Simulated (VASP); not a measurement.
# Si (Pmma) in VASP: further runs

Si is run at these levels: r2SCAN; tasks: single point.

All numbers are computed with VASP 6.6.1; they aren't measurements. Logs are shortened: lines on timing, memory, paths and dates and some standing lists are left out, and cuts for length are marked.

**1. The cell of the first run**

Symmetry: Pmma, No. 51, orthorhombic system. The conventional cell has a = 2.629 Å, b = 2.494 Å, c = 4.554 Å, α = 90.00°, β = 90.00°, γ = 90.00°. Within 3.1 Å of Si (site symmetry mm2) lie 8 Si at 2.37 to 2.89 Å.

**2. Single point, r2SCAN (atoms displaced along a vibrational mode)**

Input file POSCAR:

```
Si
1.0
    0.0000000000      0.0000000000      2.4937990725
    2.6290009028      0.0000000000      0.0000000000
   -0.0000000001      4.5535631368      0.0000000000
Si
2
Direct
    0.0000000000      0.0000000000      0.0329412365
    0.0000000000      0.5000000000      0.4670587635
```

Input file INCAR.step1:

```
PREC     = Accurate       # precision mode
ENCUT    = 520            # plane-wave cutoff, eV
ISMEAR   = 0              # smearing method
SIGMA    = 0.15           # smearing width, eV
LREAL    = F              # projectors in reciprocal space
LASPH    = T              # aspherical terms in the spheres
NELM     = 100            # most SCF steps
NBANDS   = 11             # bands
GGA      = PE             # functional
ALGO     = Normal         # electronic algorithm
EDIFF    = 1E-4           # SCF threshold, eV
LWAVE    = T              # write WAVECAR
LCHARG   = F              # write CHGCAR
```

Input file INCAR.step2:

```
PREC     = Accurate       # precision mode
ENCUT    = 520            # plane-wave cutoff, eV
EDIFF    = 1E-6           # SCF threshold, eV
ISMEAR   = 0              # smearing method
SIGMA    = 0.15           # smearing width, eV
LREAL    = F              # projectors in reciprocal space
LASPH    = T              # aspherical terms in the spheres
NELM     = 100            # most SCF steps
ALGO     = Normal         # electronic algorithm
ISIF     = 2              # what is computed and relaxed
LWAVE    = F              # write WAVECAR
LCHARG   = F              # write CHGCAR
METAGGA  = R2SCAN         # meta-GGA
LMIXTAU  = T            
NBANDS   = 11             # bands
ISTART   = 1
```

Input file KPOINTS:

```
regular mesh
0
Gamma
  24 22 14
```

Potentials or basis: VASP PAW PBE potentials, release 64 (Si).

Run with:

```
> cat potpaw_PBE.64/Si/POTCAR > POTCAR
> cp INCAR.step1 INCAR
> mpirun -np 1 vasp_std > vasp.out
> cp INCAR.step2 INCAR
> mpirun -np 1 vasp_std > vasp.out
```

OUTCAR:

```text
PREC = Accurate
   ENCUT = 520
   EDIFF = 1E-6
   ISMEAR = 0
   LREAL = F
   LASPH = T
   NELM = 100
   ISIF = 2
   METAGGA = R2SCAN
   ISTART = 1

 ion  position               nearest neighbor table
   1  0.000  0.000  0.033-   2 2.37   2 2.37   2 2.89   2 2.89
   2  0.000  0.500  0.467-   1 2.37   1 2.37   1 2.89   1 2.89

  LATTYP: Found a simple orthorhombic cell.
 ALAT       =     2.4937990725
 B/A-ratio  =     1.0542152059
 C/A-ratio  =     1.8259542988

  Lattice vectors:

 A1 = (   0.0000000000,   0.0000000000,   2.4937990725)
 A2 = (   2.6290009028,   0.0000000000,   0.0000000000)
 A3 = (  -0.0000000001,   4.5535631368,   0.0000000000)

Analysis of symmetry for initial positions (statically):
=====================================================================
 Subroutine PRICEL returns:
 Original cell was already a primitive cell.

 Routine SETGRP: Setting up the symmetry group for a
 simple orthorhombic supercell.

 Subroutine GETGRP returns: Found  8 space group operations
 (whereof  4 operations were pure point group operations)
 out of a pool of  8 trial point group operations.

The static configuration has the point symmetry C_2v.
 The point group associated with its full space group is D_2h.

Analysis of symmetry for dynamics (positions and initial velocities):
=====================================================================
 Subroutine PRICEL returns:
 Original cell was already a primitive cell.

 Routine SETGRP: Setting up the symmetry group for a
 simple orthorhombic supercell.

 Subroutine GETGRP returns: Found  8 space group operations
 (whereof  4 operations were pure point group operations)
 out of a pool of  8 trial point group operations.

The dynamic configuration has the point symmetry C_2v.
 The point group associated with its full space group is D_2h.

 Subroutine INISYM returns: Found  8 space group operations
 (whereof  4 operations are pure point group operations),
 and found     1 'primitive' translations

----------------------------------------------------------------------------------------

                                     Primitive cell

  volume of cell :      29.8541

  direct lattice vectors                    reciprocal lattice vectors
     0.000000000  0.000000000  2.493799072     0.000000000  0.000000000  0.400994615
     2.629000903  0.000000000  0.000000000     0.380372635  0.000000000  0.000000000
    -0.000000000  4.553563137  0.000000000     0.000000000  0.219608243  0.000000000

  length of vectors
     2.493799072  2.629000903  4.553563137     0.400994615  0.380372635  0.219608243

  position of ions in fractional coordinates (direct lattice)
     0.000000000  0.000000000  0.032941237
     0.000000000  0.500000000  0.467058763

  ion indices of the primitive-cell ions
   primitive index   ion index
                 1           1
                 2           2

----------------------------------------------------------------------------------------

 KPOINTS: regular mesh

Automatic generation of k-mesh.
 Grid dimensions read from file:
 generate k-points for:   24   22   14

 Generating k-lattice:

  Cartesian coordinates                     Fractional coordinates (reciprocal lattice)
     0.000000000  0.000000000  0.016708109     0.041666667  0.000000000  0.000000000
     0.017289665  0.000000000  0.000000000     0.000000000  0.045454545  0.000000000
     0.000000000  0.015686303  0.000000000     0.000000000  0.000000000  0.071428571

  Length of vectors
     0.016708109  0.017289665  0.015686303

  Shift w.r.t. Gamma in fractional coordinates (k-lattice)
     0.000000000  0.000000000  0.000000000

 Subroutine IBZKPT returns following result:
 ===========================================

 Found   1248 irreducible k-points:

 Following reciprocal coordinates:
            Coordinates               Weight
  0.000000  0.000000  0.000000      1.000000
  0.041667  0.000000  0.000000      2.000000
  0.083333  0.000000  0.000000      2.000000
  0.125000  0.000000  0.000000      2.000000
  0.166667  0.000000  0.000000      2.000000
  0.208333  0.000000  0.000000      2.000000
[... 16 lines left out ...]
  0.375000  0.045455 -0.000000      4.000000
  0.416667  0.045455 -0.000000      4.000000
 [... further k-points ...]
   k-points           NKPTS =   1248   k-points in BZ     NKDIM =   1248   number of bands    NBANDS=     11
   number of dos      NEDOS =    301   number of ions     NIONS =      2
   total plane-waves  NPLWV =  14400
   dimension x,y,z NGX =    20 NGY =   20 NGZ =   36
   dimension x,y,z NGXF=    40 NGYF=   40 NGZF=   72
   ions per type =               2
   NGX,Y,Z   is equivalent  to a cutoff of  13.33, 12.65, 13.14 a.u.
   NGXF,Y,Z  is equivalent  to a cutoff of  26.67, 25.29, 26.29 a.u.
 SYSTEM =  unknown system
   PREC   = accura    normal or accurate (medium, high low for compatibility)
   ISTART =      1    job   : 0-new  1-cont  2-samecut
   ICHARG =      0    charge: 1-file 2-atom 10-const
   ISPIN  =      1    spin polarized calculation?
   LNONCOLLINEAR =      F non collinear calculations
   LSORBIT =      F    spin-orbit coupling
   LASPH  =      T    aspherical Exc in radial PAW
   ENCUT  =  520.0 eV  38.22 Ry    6.18 a.u.   4.64  4.89  8.47*2*pi/ulx,y,z
   NELM   =    100;   NELMIN=  2; NELMDL=  0     # of ELM steps
   EDIFF  = 0.1E-05   stopping-criterion for ELM
   LREAL  =      F    real-space projection
   EDIFFG = 0.1E-04   stopping-criterion for IOM
   NSW    =      0    number of steps for IOM
   IBRION =     -1    ionic relax: 0-MD 1-quasi-New 2-CG
   NFREE  =      0    steps in history (QN), initial steepest desc. (CG)
   ISIF   =      2    stress and relaxation
   ISYM   =      2    0-nonsym 1-usesym 2-fastsym
   POTIM  = 0.5000    time-step for ionic-motion
   TEBEG  =    0.0;   TEEND  =   0.0 temperature during run
   PSTRESS=    0.0 pullay stress
   NELECT =       8.0000    total number of electrons
   NUPDOWN=      -1.0000    fix difference up-down
   EMIN   =  10.00;   EMAX   =-10.00  energy-range for DOS
   EFERMI =   0.00;   METHOD = LEGACY
   ISMEAR =     0;   SIGMA  =   0.15  broadening in eV -4-tet -1-fermi 0-gaus
   EFERMI_NEDOS =   21; number of points for ismear=-14 and -15
   IALGO  =     38    algorithm
   IMIX   =      4    mixing-type and parameters
     AMIX     =   0.40;   BMIX     =  1.00
     AMIX_MAG =   1.60;   BMIX_MAG =  1.00
  volume/ion in A,a.u.               =      14.93       100.73
  Fermi-wavevector in a.u.,A,eV,Ry     =   1.055448  1.994508 15.156498  1.113971
  Thomas-Fermi vector in A             =   2.190647
   LORBIT       =      0    0 simple, 1 ext, 2 COOP (PROOUT), +10 PAW based schemes
   METAGGA = R2SCAN    functional components
   LHFCALC =     F    Hartree Fock is set to
   AEXX    =    0.0000 exact exchange contribution
   IVDW    =     0    specifies the selected vdW correction
   LEPSILON=     F    determine dielectric tensor
   LRPA    =     F    only Hartree local field effects (RPA)
 non-spin polarized calculation
 Gauss-broadening in eV      SIGMA  =   0.15
  energy-cutoff  :      520.00
  volume of cell :       29.85
 maximum number of plane-waves:       828
 NGX is ok and might be reduce to    20
   NGX =  9   NGY =  9   NGZ = 17

 number of electron       8.0000000 magnetization

 Free energy of the ion-electron system (eV)
  ---------------------------------------------------
  ext. energy  EPLUGINS =         0.00000000
  ---------------------------------------------------
  free energy    TOTEN  =       -16.42803294 eV

  energy without entropy =      -16.41883471  energy(sigma->0) =      -16.42343383

 E-fermi :   9.4509     XC(G=0): -11.5428

 val. band max:        9.4492258787   @ k =   0.2083   0.0909   0.5000
 cond. band min:       9.4536169514   @ k =   0.2500   0.3182   0.0000
 fundamental gap:      0.0043910727
 Fermi energy:         9.4508516515

 k-point     1 :       0.0000    0.0000    0.0000
  band No.  band energies     occupation
      1      -5.6030      2.00000
      2       1.6038      2.00000
      3       2.6104      2.00000
      4      14.4955      0.00000
      5      16.0655      0.00000
      6      17.0058      0.00000
      7      17.1636      0.00000
      8      20.5721      0.00000
      9      20.6910      0.00000
     10      22.6944      0.00000
     11      22.8351      0.00000

 k-point     2 :       0.0417    0.0000    0.0000
  band No.  band energies     occupation
      1      -5.5613      2.00000
      2       1.6455      2.00000
      3       2.6485      2.00000
      4      14.5306      0.00000
      5      15.4673      0.00000
      6      16.0406      0.00000
      7      18.6967      0.00000
      8      20.6054      0.00000
      9      20.6799      0.00000
     10      22.5339      0.00000
     11      22.7269      0.00000

 k-point     3 :       0.0833    0.0000    0.0000
  band No.  band energies     occupation
      1      -5.4365      2.00000
      2       1.7704      2.00000
      3       2.7625      2.00000
      4      13.8681      0.00000
      5      14.6357      0.00000
      6      15.9444      0.00000
      7      20.2719      0.00000
      8      20.5859      0.00000
      9      20.7052      0.00000
     10      21.9645      0.00000
     11      22.8294      0.00000

 k-point     4 :       0.1250    0.0000    0.0000
  band No.  band energies     occupation
      1      -5.2289      2.00000
      2       1.9780      2.00000
      3       2.9514      2.00000
      4      12.2992      0.00000
      5      14.8102      0.00000
      6      15.7111      0.00000
      7      20.2631      0.00000
      8      20.8713      0.00000
      9      21.4423      0.00000
     10      21.6645      0.00000
     11      21.8797      0.00000
[... 239 lines left out ...]
 k-point    22 :       0.3333    0.0455   -0.0000
  band No.  band energies     occupation
      1      -2.9546      2.00000
      2       4.2721      2.00000
      3       4.8293      2.00000
      4       5.4324      2.00000
      5      11.4588      0.00000
      6      14.3830      0.00000
      7      16.0578      0.00000
      8      21.0039      0.00000
      9      22.0502      0.00000
     10      22.7571      0.00000
     11      23.9757      0.00000

 k-point    23 :       0.3750    0.0455   -0.0000
  band No.  band energies     occupation
      1      -2.3007      2.00000
      2       4.0609      2.00000
      3       4.9547      2.00000
      4       5.5477      2.00000
      5      10.4092      0.00000
      6      13.2788      0.00000
      7      16.5150      0.00000
      8      21.4533      0.00000
      9      22.5725      0.00000
     10      23.1778      0.00000
     11      23.2921      0.00000

 k-point    24 :       0.4167    0.0455   -0.0000
  band No.  band energies     occupation
      1      -1.6155      2.00000
      2       3.0198      2.00000
      3       5.7098      2.00000
      4       6.0295      2.00000
      5       9.3724      1.54034
      6      12.3626      0.00000
      7      16.9830      0.00000
      8      21.8835      0.00000
      9      22.3857      0.00000
     10      23.1002      0.00000
     11      23.8091      0.00000

 [... further k-points ...]
[... 5 lines left out ...]
  --------------------------------------------------------------------------------------
  -------------------------------------------------------------------------------------
  Total        1.3126854      2.3386732     -0.3929610     -0.0000000      0.0000000     -0.0000000
  in kB       70.4478387    125.5094918    -21.0890242     -0.0000000      0.0000000     -0.0000000
  external PRESSURE =      58.2894354 kB  Pullay stress =       0.0000000 kB

 VOLUME and BASIS-vectors are now :
 -----------------------------------------------------------------------------
  energy-cutoff  :      520.00
  volume of cell :       29.85
      direct lattice vectors                 reciprocal lattice vectors
     0.000000000  0.000000000  2.493799072     0.000000000  0.000000000  0.400994615
     2.629000903  0.000000000  0.000000000     0.380372635  0.000000000  0.000000000
    -0.000000000  4.553563137  0.000000000     0.000000000  0.219608243  0.000000000

 POSITION                                       TOTAL-FORCE (eV/Angst)
 -----------------------------------------------------------------------------------
     -0.00000      0.15000      0.00000         0.000000     -1.689797      0.000000
      1.31450      2.12678      0.00000        -0.000000      1.689797      0.000000
 -----------------------------------------------------------------------------------
    total drift:                                0.000000      0.000000     -0.000000

  FREE ENERGIE OF THE ION-ELECTRON SYSTEM (eV)
  ---------------------------------------------------
  free  energy   TOTEN  =       -16.4280329415 eV

  energy  without entropy=      -16.4188347133  energy(sigma->0) =      -16.42343383
```

It took 10 min on 1 thread of Intel Xeon Platinum 8488C (Sapphire Rapids), shared host; peak memory 0.4 GiB.

What came out:

```
Free energy            : -16.4280 eV
Pressure               : 5.8 GPa
Largest force          : 1.690 eV/Å
Band gap on the k mesh : zero (bands 4 and 5 overlap by 7.43 eV)
```

Forces in eV/Å, atoms in the order of the input:
```
Si   0.000 -1.690  0.000
Si   0.000  1.690  0.000
```

Caveat: the cell differs from its parent crystal (atoms displaced along a vibrational mode); the stress differs along the axes, from -2 to 13 GPa; the PAW data sets were made with another functional, which shifts forces and pressure a little.

**3. Single point, r2SCAN (atoms displaced along a vibrational mode)**

Input file POSCAR:

```
Si
1.0
    0.0000000000      0.0000000000      2.4937990725
    2.6290009028      0.0000000000      0.0000000000
   -0.0000000001      4.5535631368      0.0000000000
Si
2
Direct
    0.0000000000      0.0000000000     -0.0164706182
    0.0000000000      0.5000000000      0.5164706182
```

Input file INCAR.step1:

```
SYSTEM = Si
ALGO     = Normal         ! electronic algorithm
EDIFF    = 1E-4           ! SCF threshold, eV
ENCUT    = 520            ! plane-wave cutoff, eV
GGA      = PE             ! functional
ISMEAR   = 0              ! smearing method
LASPH    = .TRUE.         ! aspherical terms in the spheres
LCHARG   = .FALSE.        ! write CHGCAR
LREAL    = .FALSE.        ! projectors in reciprocal space
LWAVE    = .TRUE.         ! write WAVECAR
NBANDS   = 11             ! bands
NELM     = 60             ! most SCF steps
PREC     = Accurate       ! precision mode
SIGMA    = 0.15           ! smearing width, eV
```

Input file INCAR.step2:

```
SYSTEM = Si
ALGO     = Normal         ! electronic algorithm
EDIFF    = 1E-6           ! SCF threshold, eV
ENCUT    = 520            ! plane-wave cutoff, eV
ISIF     = 2              ! what is computed and relaxed
ISMEAR   = 0              ! smearing method
ISTART   = 1            
LASPH    = .TRUE.         ! aspherical terms in the spheres
LCHARG   = .FALSE.        ! write CHGCAR
LMIXTAU  = .TRUE.       
LREAL    = .FALSE.        ! projectors in reciprocal space
LWAVE    = .FALSE.        ! write WAVECAR
METAGGA  = R2SCAN         ! meta-GGA
NBANDS   = 11             ! bands
NELM     = 60             ! most SCF steps
PREC     = Accurate       ! precision mode
SIGMA    = 0.15           ! smearing width, eV
```

Input file KPOINTS:

```
k-points
0
G
  24 22 14
  0 0 0
```

Potentials or basis: VASP PAW PBE potentials, release 64 (Si).

Run with:

```
> cat potpaw_PBE.64/Si/POTCAR > POTCAR
> cp INCAR.step1 INCAR
> mpirun -np 1 vasp_std > vasp.out
> cp INCAR.step2 INCAR
> mpirun -np 1 vasp_std > vasp.out
```

Wall time 8 min (1 thread of Intel Xeon Platinum 8488C (Sapphire Rapids), shared host); peak memory 0.4 GiB.

The run converged. Its results:

* Free energy: -16.6040 eV
* Pressure: 1.3 GPa
* Largest force: 0.698 eV/Å
* Band gap on the k mesh: zero (bands 4 and 5 overlap by 7.74 eV)

Forces in eV/Å, atoms in the order of the input:
```
Si   0.000  0.698  0.000
Si   0.000 -0.698  0.000
```

Stress tensor (GPa, compression positive):
```
 2.43  0.00  0.00
 0.00  3.73  0.00
 0.00  0.00 -2.11
```

Levels at points of the mesh, in eV from the Fermi level:
| k point | band 2 | band 3 | band 4 | band 5 | band 6 | band 7 |
| --- | --- | --- | --- | --- | --- | --- |
| (0.00, 0.00, 0.00) | -7.89 | -7.04 | 5.38 | 6.83 | 7.71 | 7.95 |
| (0.50, 0.00, 0.00) | -7.54 | -3.18 | -2.20 | -2.00 | 1.85 | 9.13 |
| (0.00, 0.50, 0.00) | -9.40 | -2.67 | -2.67 | -1.66 | -1.66 | 12.48 |
| (0.50, 0.50, 0.00) | -4.58 | -2.79 | -2.79 | 1.93 | 1.93 | 3.45 |
| (0.00, 0.00, 0.50) | -12.37 | 0.64 | 1.61 | 6.42 | 7.65 | 7.70 |
| (0.50, 0.00, 0.50) | -7.38 | -6.30 | -5.31 | 5.30 | 6.37 | 8.31 |
| (0.00, 0.50, 0.50) | -8.21 | -6.83 | -6.83 | 5.45 | 5.45 | 7.02 |
| (0.50, 0.50, 0.50) | -3.58 | -2.29 | -2.29 | -1.71 | -1.71 | 1.84 |

Caveat: the cell differs from its parent crystal (atoms displaced along a vibrational mode); the stress differs along the axes, from -2 to 4 GPa; the PAW data sets were made with another functional, which shifts forces and pressure a little.
